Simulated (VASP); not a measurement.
Wanted: the native input for a VASP 6.6.1 run.

```yaml
Task: single point
Functional: PBEsol
Potentials_or_basis: VASP PAW PBE potentials, release 64 (Si)
Cutoff: 520 eV
k_mesh: 16 × 16 × 16
Occupations: fermi-dirac, width 0.1 eV
Spin: no spin polarisation
Dipole_correction: no
Further_INCAR_settings: ALGO = Normal; EDIFF = 1e-07; NBANDS = 8
```

The structure of Si lies in POSCAR:

```
Si
1.0
   -1.5272058314      1.5272058314      1.5272058314
    1.5272058314     -1.5272058314      1.5272058314
    1.5272058314      1.5272058314     -1.5272058314
Si
1
Direct
    0.0000000000      0.0000000000      0.0000000000
```

One way to write it, as run:

INCAR

```
ALGO     = Normal         # electronic algorithm
EDIFF    = 1E-7           # SCF threshold, eV
ENCUT    = 520            # plane-wave cutoff, eV
GGA      = PS             # functional
ISIF     = 2              # what is computed and relaxed
ISMEAR   = -1             # smearing method
LASPH    = T              # aspherical terms in the spheres
LCHARG   = T              # write CHGCAR
LELF     = T              # ELF
LREAL    = F              # projectors in reciprocal space
LVHAR    = T            
LWAVE    = F              # write WAVECAR
NBANDS   = 8              # bands
NELM     = 80             # most SCF steps
PREC     = Accurate       # precision mode
SIGMA    = 0.1            # smearing width, eV
```

KPOINTS

```
k-points
0
Gamma
  16 16 16
```

Potentials or basis: VASP PAW PBE potentials, release 64 (Si).

Run with:

```bash
$ cat potpaw_PBE.64/Si/POTCAR > POTCAR
$ mpirun -np 1 vasp_std > vasp.out
```

It gave:

The pressure is 0.3 GPa and the band gap on the k mesh is zero (band 2 reaches 21.92 eV, above the bottom of band 3 at 6.07 eV).

Caveat: the PAW data sets were made with another functional, which shifts forces and pressure a little.

Run time: 11 s on 1 thread of Intel Xeon 8259CL (shared host), peak memory 0.13 GiB.
